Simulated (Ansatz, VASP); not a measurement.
This is a calculation of TiPt3 for Ansatz 0.2.0.

The input input.yaml:

```yaml
crystal:
  lattice:
    - [3.897, 0.0, 0.0]
    - [0.0, 3.897, 0.0]
    - [0.0, 0.0, 3.897]
  atoms:
    - { symbol: Pt, position: [0.5, 0.5, 0.0] }
    - { symbol: Pt, position: [0.5, 0.0, 0.5] }
    - { symbol: Pt, position: [0.0, 0.5, 0.5] }
    - { symbol: Ti, position: [0.0, 0.0, 0.0] }
hamiltonian:
  xc: lda
  pseudopotentials: { kind: paw }
kpoints:
  mp_grid: { grid: [7, 7, 7] }
scf:
  occupations: { method: fermi_dirac, width: 0.05 }
output:
  forces: true
  stress: true
  eigenvalues: true
```

Potentials or basis: Ansatz PAW.

Launch:

```bash
$ ansatz run input.yaml --threads 2 --pin off --max-ram 5632MiB --backend cpu --events-out ev --progress --plain --runs-dir out
```

Task: Set up the same calculation for VASP 6.6.1. Potentials there: VASP PAW LDA potentials, release 64 (Pt, Ti_sv).

Result: As run (the cutoff follows the program's own potentials):

Contents of INCAR:

```
SYSTEM = TiPt3
PREC = Accurate
ENCUT = 520
EDIFF = 1E-6
ISMEAR = -1
SIGMA = 0.05
LREAL = .FALSE.
LASPH = .TRUE.
NELM = 80
ALGO = Normal
ISIF = 2
LWAVE = .FALSE.
LCHARG = .FALSE.
GGA = CA
NBANDS = 29
```

File KPOINTS:

```
Automatic mesh
0
G
  7 7 7
  0 0 0
```

Contents of POSCAR:

```
TiPt3
1.0
    3.8970000000      0.0000000000      0.0000000000
    0.0000000000      3.8970000000      0.0000000000
    0.0000000000      0.0000000000      3.8970000000
Pt Ti
3 1
Direct
    0.5000000000      0.5000000000      0.0000000000
    0.5000000000      0.0000000000      0.5000000000
    0.0000000000      0.5000000000      0.5000000000
    0.0000000000      0.0000000000      0.0000000000
```

Potentials or basis: VASP PAW LDA potentials, release 64 (Pt, Ti_sv).

Command:

```sh
$ cat potpaw_LDA.64/Pt/POTCAR potpaw_LDA.64/Ti_sv/POTCAR > POTCAR
$ mpirun -np 1 vasp_std > vasp.out
```

Both were run:

|  | VASP | Ansatz | Ansatz less VASP |
| --- | --- | --- | --- |
| gap on the k mesh at the Fermi level (eV) | none | none | - |
| pressure (GPa) | -4.3 | -5.0 | -0.72 |

LDA's correlation is that of Perdew and Zunger in VASP and of Perdew and Wang (1992) in Ansatz. A gap of «none» marks a metal or a gap that the smearing closes. VASP's potentials hold 42 valence electrons a cell and Ansatz's 66, so a difference there can come from the potentials and not from the codes.

Spin-orbit coupling is off throughout.
